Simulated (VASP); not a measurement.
# Hf: single point with PBEsol

Crystal: Hf.

```xyz
1
Lattice="-1.7084 1.7084 1.7084 1.7084 -1.7084 1.7084 1.7084 1.7084 -1.7084" Properties=species:S:1:pos:R:3 pbc="T T T"
Hf    0.0000    0.0000    0.0000
```

This isn't the form of Hf at room conditions, which is hcp.

```yaml
Program: VASP 6.6.1
Task: single point
Functional: PBEsol
Potentials_or_basis: VASP PAW PBE potentials, release 64 (Hf_pv)
Cutoff: 520 eV
k_mesh: 8 × 8 × 8
Occupations: gaussian, width 0.1 eV
Spin: no spin polarisation
```

| Property | Result |
| --- | --- |
| Pressure | 7.9 GPa |
| Band gap on the k mesh | zero (bands 5 and 6 overlap by 2.46 eV) |

Levels at points of the mesh, in eV from the Fermi level:
```csv
k point,band 1,band 2,band 3,band 4,band 5,band 6,band 7,band 8,band 9,band 10
"(0.00, 0.00, 0.00)",-29.33,-29.33,-29.33,-7.39,1.60,1.60,1.60,4.74,4.74,13.90
"(0.50, 0.00, 0.00)",-30.53,-29.71,-29.34,-3.74,-0.72,1.61,4.63,5.76,8.70,11.08
"(0.50, 0.50, 0.50)",-30.15,-30.15,-30.15,-3.09,-3.09,7.70,7.70,7.70,8.23,8.23
```

Run time: 8.5 s on 1 thread of Intel Xeon 8259CL, with other jobs on the host, peak memory 0.14 GiB.

Caveat: the cell stands under pressure; the PAW data sets were made with another functional, which shifts forces and pressure a little; spin-orbit coupling is left out, which moves the levels of the heavy elements.
